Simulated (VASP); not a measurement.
# Cr (Im-3m) in VASP: notebook, part 2 of 2

VASP 6.6.1. Earlier steps stand in the parts before.

## Step 4: Relaxation of cell and atoms, PBE, collinear spin, antiferromagnetic start

This run uses another cell than the first one: it holds 2 atoms, not 1.

INCAR reads:

```
SYSTEM = Cr
PREC     = Accurate       ! precision mode
ENCUT    = 600            ! plane-wave cutoff, eV
EDIFF    = 1E-6           ! SCF threshold, eV
ISMEAR   = -1             ! smearing method
SIGMA    = 0.05           ! smearing width, eV
LREAL    = .False.        ! projectors in reciprocal space
LASPH    = .True.         ! aspherical terms in the spheres
NELM     = 150            ! most SCF steps
ALGO     = Normal         ! electronic algorithm
ISIF     = 3              ! what is computed and relaxed
LWAVE    = .False.        ! write WAVECAR
LCHARG   = .False.        ! write CHGCAR
ISPIN    = 2              ! spin polarisation
MAGMOM   = 1.5 -1.5       ! initial moments
LORBIT   = 11             ! projections on sites
LMAXMIX  = 4              ! l up to which the mixer works
GGA      = PE             ! functional
IBRION   = 2              ! ionic algorithm
NSW      = 80             ! ionic steps
EDIFFG   = -0.01          ! ionic threshold
```

KPOINTS reads:

```
regular mesh
0
Gamma
  11 11 11
  0 0 0
```

POSCAR reads:

```
Cr
1.0
    2.8839000000      0.0000000000      0.0000000000
    0.0000000000      2.8839000000      0.0000000000
    0.0000000000      0.0000000000      2.8839000000
Cr
2
Direct
    0.0000000000      0.0000000000      0.0000000000
    0.5000000000      0.5000000000      0.5000000000
```

Potentials or basis: VASP PAW PBE potentials, release 64 (Cr_pv).

Run with:

```sh
> cat potpaw_PBE.64/Cr_pv/POTCAR > POTCAR
> mpirun -np 1 vasp_std > vasp.out
```

OUTCAR:

```text
SYSTEM = Cr
   PREC = Accurate
   ENCUT = 600
   EDIFF = 1E-6
   ISMEAR = -1
   LREAL = .False.
   LASPH = .True.
   NELM = 150
   ISIF = 3
   ISPIN = 2
   LORBIT = 11
   GGA = PE
   IBRION = 2
   NSW = 80
   EDIFFG = -0.01

 ion  position               nearest neighbor table
   1  0.000  0.000  0.000-   2 2.50   2 2.50   2 2.50   2 2.50   2 2.50   2 2.50   2 2.50   2 2.50

   2  0.500  0.500  0.500-   1 2.50   1 2.50   1 2.50   1 2.50   1 2.50   1 2.50   1 2.50   1 2.50

  LATTYP: Found a simple cubic cell.
 ALAT       =     2.8839000000

  Lattice vectors:

 A1 = (   2.8839000000,   0.0000000000,   0.0000000000)
 A2 = (   0.0000000000,   2.8839000000,   0.0000000000)
 A3 = (   0.0000000000,   0.0000000000,   2.8839000000)

Analysis of symmetry for initial positions (statically):
=====================================================================
 Subroutine PRICEL returns following result:

  LATTYP: Found a body centered cubic cell.
 ALAT       =     2.8839000000
[... 12 lines left out ...]
 Subroutine GETGRP returns: Found 48 space group operations
 (whereof 48 operations were pure point group operations)
 out of a pool of 48 trial point group operations.

The static configuration has the point symmetry O_h .

[... 202 lines left out ...]
  -------------------------------------------------------------------------------------
  Total       -0.5176293     -0.5176293     -0.5176293     -0.0000000     -0.0000000     -0.0000000
  in kB      -34.5771247    -34.5771247    -34.5771247     -0.0000000     -0.0000000     -0.0000000
  external PRESSURE =     -34.5771247 kB  Pullay stress =       0.0000000 kB
[... 63 lines left out ...]
 number of electron      23.9999978 magnetization       0.0000000

 number of electron      23.9999978 magnetization      -0.0000000

 Free energy of the ion-electron system (eV)
  ---------------------------------------------------
  ext. energy  EPLUGINS =         0.00000000
  ---------------------------------------------------
  free energy    TOTEN  =       -19.06729825 eV

  energy without entropy =      -19.06347651  energy(sigma->0) =      -19.06538738

 E-fermi :  10.6956     XC(G=0): -13.5566

 val. band max:       10.6154624506   @ k =   0.3636   0.0000   0.0000
 cond. band min:      10.7979423213   @ k =   0.3636   0.0909   0.0909
 fundamental gap:      0.1824798707
 Fermi energy:        10.6955533275

 spin component 1

 k-point     1 :       0.0000    0.0000    0.0000
  band No.  band energies     occupation
      1     -32.8281      1.00000
      2     -32.8281      1.00000
      3     -32.8281      1.00000
      4     -31.5849      1.00000
      5     -31.5849      1.00000
      6     -31.5849      1.00000
[... 435 lines left out ...]
      5     -31.6311      1.00000
      6     -31.6178      1.00000
[... 8 lines left out ...]
     15      11.9579      0.00000
     16      12.2454      0.00000

 [... further k-points ...]

 spin component 2

 k-point     1 :       0.0000    0.0000    0.0000
  band No.  band energies     occupation
      1     -32.8281      1.00000
      2     -32.8281      1.00000
      3     -32.8281      1.00000
      4     -31.5849      1.00000
      5     -31.5849      1.00000
      6     -31.5849      1.00000
[... 476 lines left out ...]
  FREE ENERGIE OF THE ION-ELECTRON SYSTEM (eV)
  ---------------------------------------------------
  free  energy   TOTEN  =       -19.0672982493 eV

  energy  without entropy=      -19.0634765088  energy(sigma->0) =      -19.06538738

 reached required accuracy - stopping structural energy minimisation

 total charge

# of ion       s       p       d       tot
------------------------------------------
    1        0.434   6.392   4.198  11.024
    2        0.434   6.392   4.198  11.024
--------------------------------------------------
tot          0.869  12.785   8.395  22.049

 magnetization (x)

# of ion       s       p       d       tot
------------------------------------------
    1        0.014   0.008   1.068   1.089
    2       -0.014  -0.008  -1.068  -1.089
--------------------------------------------------
tot          0.000   0.000   0.000   0.000
```

OSZICAR:

```text
N       E                     dE             d eps       ncg     rms          rms(c)
DAV:   1     0.247968487476E+03    0.24797E+03   -0.15492E+04  3592   0.203E+03
[... 30 lines left out ...]
DAV:   3    -0.190680527134E+02    0.10767E-02   -0.99351E-03  4096   0.125E+00    0.516E-01
DAV:   4    -0.190676015096E+02    0.45120E-03   -0.48783E-04  4408   0.282E-01    0.208E-01
DAV:   5    -0.190672613715E+02    0.34014E-03   -0.12265E-03  4432   0.370E-01    0.376E-02
DAV:   6    -0.190672904243E+02   -0.29053E-04   -0.11316E-04  4096   0.964E-02    0.251E-02
DAV:   7    -0.190672956403E+02   -0.52159E-05   -0.60783E-05  4992   0.652E-02    0.121E-02
DAV:   8    -0.190672983012E+02   -0.26609E-05   -0.12822E-05  4128   0.203E-02    0.512E-03
DAV:   9    -0.190672982493E+02    0.51863E-07   -0.27879E-06  2624   0.105E-02
   3 F= -.19067298E+02 E0= -.19065387E+02  d E =-.532487E-02  mag=     0.0000
```

Wall time 81 s (1 thread of Intel Xeon Platinum 8259CL at 2.50GHz (Skylake/Cascade Lake), shared host); peak memory 0.17 GiB.

Results:

| Property | Result |
| --- | --- |
| Free energy | -19.0673 eV |
| Relaxed volume | 11.75 Å³/atom |
| Relaxed cell | a = 2.864 Å, b = 2.864 Å, c = 2.864 Å, α = 90.00°, β = 90.00°, γ = 90.00° |
| Space group after relaxing (to 0.05 Å) | Im-3m (No. 229) |
| Energy gained by relaxing | 2.7 meV/atom |
| Ionic steps | 3 |
| Pressure after relaxing | 0.0 GPa |
| Band gap on the k mesh | zero (filled and empty bands overlap) |
| Net moment | 0.00 μB per cell |
| Site moments | Cr +1.09, -1.09 μB |
| Valence electrons inside the program's atomic spheres | Cr 11.02 |

Step by step:
```csv
step,energy change (eV),largest force (eV/Å),pressure (GPa),volume (Å³)
1,0.0000,0.0000,-3.46,23.99
2,-0.0010,0.0000,3.72,23.10
3,-0.0053,0.0000,0.02,23.50
```

Final structure:
```
CELL_PARAMETERS angstrom
2.86436 0.00000 0.00000
0.00000 2.86436 0.00000
0.00000 0.00000 2.86436
ATOMIC_POSITIONS crystal
Cr 0.00000 0.00000 0.00000
Cr 0.50000 0.50000 0.50000
```

## Step 5: Single point, PBE, collinear spin, antiferromagnetic start (volume scaled by 0.88)

INCAR reads:

```
SYSTEM = Cr
ALGO = Normal ; EDIFF = 1E-6
ENCUT = 520 ; GGA = PE
ISIF = 2 ; ISMEAR = -1
ISPIN = 2 ; LASPH = .TRUE.
LCHARG = .FALSE. ; LMAXMIX = 4
LORBIT = 11 ; LREAL = .FALSE.
LWAVE = .FALSE. ; MAGMOM = 1.01 -1.01
NBANDS = 23 ; NELM = 150
PREC = Accurate ; SIGMA = 0.05
```

KPOINTS reads:

```
k-points
0
G
  18 18 18
  0 0 0
```

POSCAR reads:

```
Cr
1.0
    2.7457673869      0.0000000000      0.0000000000
    0.0000000000      2.7457673869      0.0000000000
    0.0000000000      0.0000000000      2.7457673869
Cr
2
Direct
    0.0000000000      0.0000000000      0.0000000000
    0.5000000000      0.5000000000      0.5000000000
```

Run with:

```sh
> cat potpaw_PBE.64/Cr_pv/POTCAR > POTCAR
> mpirun -np 1 vasp_std > vasp.out
```

Run time: 3 min. Hardware: 1 thread of Intel Xeon Platinum 8259CL at 2.50GHz (Skylake/Cascade Lake), shared host; peak memory 0.25 GiB.

It converged, with:

```yaml
Free_energy: -18.8010 eV
Pressure: 35.1 GPa
Band_gap_on_the_k_mesh: zero (filled and empty bands overlap)
Net_moment: 0.00 μB per cell
Valence_electrons_inside_the_program's_atomic_spheres: Cr 11.32
```

Levels at points of the mesh, in eV from the Fermi level:
Spin up:
| k point | band 8 | band 9 | band 10 | band 11 | band 12 | band 13 | band 14 | band 15 | band 16 | band 17 |
| --- | --- | --- | --- | --- | --- | --- | --- | --- | --- | --- |
| (0.00, 0.00, 0.00) | -5.08 | -5.08 | -1.09 | -1.09 | -1.09 | 1.27 | 1.27 | 2.82 | 2.82 | 2.82 |
| (0.50, 0.00, 0.00) | -4.19 | -2.22 | -2.21 | -0.51 | -0.51 | -0.50 | -0.50 | 0.74 | 0.74 | 3.00 |
| (0.50, 0.50, 0.00) | -5.04 | -2.90 | -2.90 | 1.30 | 1.30 | 1.42 | 1.42 | 1.69 | 1.69 | 3.28 |
| (0.50, 0.50, 0.50) | -2.64 | -2.64 | -2.63 | -2.63 | -2.63 | 1.76 | 1.76 | 1.77 | 1.77 | 7.15 |
Spin down:
| k point | band 10 | band 11 | band 12 | band 13 | band 14 | band 15 |
| --- | --- | --- | --- | --- | --- | --- |
| (0.00, 0.00, 0.00) | -1.09 | -1.09 | -1.09 | 1.27 | 1.27 | 2.82 |
| (0.50, 0.00, 0.00) | -2.21 | -0.51 | -0.51 | -0.50 | -0.50 | 0.74 |
| (0.50, 0.50, 0.00) | -2.90 | 1.30 | 1.30 | 1.42 | 1.42 | 1.69 |
| (0.50, 0.50, 0.50) | -2.63 | -2.63 | -2.63 | 1.76 | 1.76 | 1.77 |

Caveat: the cell differs from its parent crystal (volume scaled by 0.88).

## Step 6: Summary

```csv
task,spin,cell,k mesh,cutoff (eV),smearing,gap on the mesh (eV),pressure (GPa),moment (μB)
single point,off,"a = 2.467 Å, angles 109.5°, 1 atom",8 × 8 × 8,500,fermi-dirac 0.1 eV,none,-0.2,-
single point,"collinear, antiferromagnetic start","a = 2.865 Å, 2 atoms",11 × 11 × 11,520,fermi-dirac 0.05 eV,none,-0.1,0.00
relaxation of cell and atoms,"collinear, antiferromagnetic start","relaxed from a = 2.884 Å, 2 atoms",11 × 11 × 11,600,fermi-dirac 0.05 eV,none,0.0,0.00
single point,"collinear, antiferromagnetic start","a = 2.746 Å, 2 atoms",18 × 18 × 18,520,fermi-dirac 0.05 eV,none,35.1,0.00
```

Alike in all rows: level PBE; potentials or basis VASP PAW PBE potentials, release 64 (Cr_pv).

Caveats: some runs use coarse meshes.

Total energies depend on the potentials used, so only differences within one code and one set of settings carry meaning.
